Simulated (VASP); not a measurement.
Wanted: the native input for a VASP 6.6.1 run.

- Task: single point
- Functional: PBE
- Potentials or basis: VASP PAW PBE potentials, release 64 (In_d, As)
- Cutoff: 520 eV
- k mesh: 12 × 12 × 6
- Occupations: gaussian, width 0.1 eV
- Spin: no spin polarisation
- Dipole correction: no
- k mesh for the DOS: 18 × 18 × 9
- Occupations for the DOS: tetrahedron
- Further INCAR settings: ALGO = Normal; EDIFF = 1e-06; NBANDS = 28

Crystal: In2As3.

```
CELL_PARAMETERS angstrom
4.48843 0.00000 0.00000
-2.24422 3.88710 0.00000
0.00000 0.00000 8.30003
ATOMIC_POSITIONS crystal
In 0.33333 0.66667 0.16020
In 0.66667 0.33333 0.83980
As 0.00000 0.00000 0.00000
As 0.33333 0.66667 0.49269
As 0.66667 0.33333 0.50731
```

One way to write it, as run:

POSCAR

```
In2As3
1.0
    4.4884326999      0.0000000000      0.0000000000
   -2.2442163500      3.8870967413      0.0000000000
    0.0000000000      0.0000000000      8.3000300831
In As
2 3
Direct
    0.3333333333      0.6666666667      0.1602001926
    0.6666666667      0.3333333333      0.8397998074
    0.0000000000      0.0000000000      0.0000000000
    0.3333333333      0.6666666667      0.4926910482
    0.6666666667      0.3333333333      0.5073089518
```

INCAR.step1

```
SYSTEM = In2As3
PREC = Accurate
ENCUT = 520
EDIFF = 1E-6
ISMEAR = 0
SIGMA = 0.1
LREAL = .FALSE.
LASPH = .TRUE.
NELM = 60
ALGO = Normal
ISIF = 2
LWAVE = .FALSE.
LCHARG = .TRUE.
GGA = PE
NBANDS = 28
```

KPOINTS.step1

```
Automatic mesh
0
G
  12 12 6
  0 0 0
```

INCAR.step2

```
SYSTEM = In2As3
PREC = Accurate
ENCUT = 520
EDIFF = 1E-6
ISMEAR = -5
SIGMA = 0.1
LREAL = .FALSE.
LASPH = .TRUE.
NELM = 60
ALGO = Normal
ISIF = 2
LWAVE = .FALSE.
LCHARG = .FALSE.
GGA = PE
LORBIT = 11
NBANDS = 28
NEDOS = 2001
ICHARG = 11
```

KPOINTS.step2

```
Automatic mesh
0
G
  18 18 9
  0 0 0
```

Potentials or basis: VASP PAW PBE potentials, release 64 (In_d, As).

Launch:

```bash
$ cat potpaw_PBE.64/In_d/POTCAR potpaw_PBE.64/As/POTCAR > POTCAR
$ cp INCAR.step1 INCAR
$ cp KPOINTS.step1 KPOINTS
$ mpirun -np 1 vasp_std > vasp.out
$ cp INCAR.step2 INCAR
$ cp KPOINTS.step2 KPOINTS
$ mpirun -np 1 vasp_std > vasp.out
```

It gave:

| Item | Value |
| --- | --- |
| Valence electrons inside the program's atomic spheres | In 11.30; As 2.69, 2.71 (each value once) |

Caveat: an odd number of electrons without spin polarisation forces a metal; a magnetic or distorted state may lie lower.

Wall time 11 min on 1 thread of AMD EPYC 9R45 96-Core Processor (Zen 5) (shared host), peak memory 0.99 GiB.
